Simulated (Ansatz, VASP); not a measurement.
## One calculation of BaTe, two programs

File INCAR:

```
PREC     = Accurate       # precision mode
ENCUT    = 520            # plane-wave cutoff, eV
EDIFF    = 1E-8           # SCF threshold, eV
ISMEAR   = -1             # smearing method
SIGMA    = 0.05           # smearing width, eV
LREAL    = False          # projectors in reciprocal space
LASPH    = True           # aspherical terms in the spheres
NELM     = 80             # most SCF steps
ALGO     = Normal         # electronic algorithm
ISIF     = 2              # what is computed and relaxed
LWAVE    = False          # write WAVECAR
LCHARG   = False          # write CHGCAR
GGA      = PE             # functional
LEFG     = True         
NBANDS   = 15             # bands
```

The input KPOINTS:

```
Automatic mesh
0
Gamma
  11 11 11
```

Contents of POSCAR:

```
BaTe
1.0
    0.0000000000      3.9423971470      3.9423971470
    3.9423971470      0.0000000000      3.9423971470
    3.9423971470      3.9423971470      0.0000000000
Ba Te
1 1
Direct
    0.0000000000      0.0000000000      0.0000000000
    0.2500000000      0.2500000000      0.2500000000
```

Input for Ansatz:

```yaml
crystal:
  lattice:
    - [0.0, 3.942397147, 3.942397147]
    - [3.942397147, 0.0, 3.942397147]
    - [3.942397147, 3.942397147, 0.0]
  atoms:
    - { symbol: Ba, position: [0.0, 0.0, 0.0] }
    - { symbol: Te, position: [0.25, 0.25, 0.25] }
kpoints:
  mp_grid: { grid: [11, 11, 11] }
scf:
  occupations: { method: fermi_dirac, width: 0.05 }
hamiltonian:
  xc: pbe
  pseudopotentials: { kind: paw }
output:
  forces: true
  stress: true
  eigenvalues: true
  efg: { contact_densities: true }
```

Change from the starting cell: volume scaled by 1.02, PAW files.

Alike in both runs: task electric field gradients; functional PBE; k mesh 11 × 11 × 11; occupations fermi-dirac, width 0.05 eV; no spin polarisation.

|  | VASP | Ansatz |
| --- | --- | --- |
| version | VASP 6.6.1 | Ansatz 0.2.0 |
| potentials or method | VASP PAW PBE potentials, release 64 (Ba_sv, Te) | PAW with Ansatz's default frozen-core files, scalar-relativistic |
| plane-wave cutoff (eV) | 520 | 420 |
| valence electrons in the cell | 16 | 26 |

|  | VASP | Ansatz | Ansatz less VASP |
| --- | --- | --- | --- |
| gap on the k mesh at the Fermi level (eV) | 2.56 | 2.55 | -0.009 |
| pressure (GPa) | -0.2 | -0.4 | -0.19 |

The functional is the same, so the differences come from potentials, cutoffs and numerics. VASP's potentials hold 16 valence electrons a cell and Ansatz's 26, so a difference there can come from the potentials and not from the codes.

Spin-orbit coupling is off throughout.
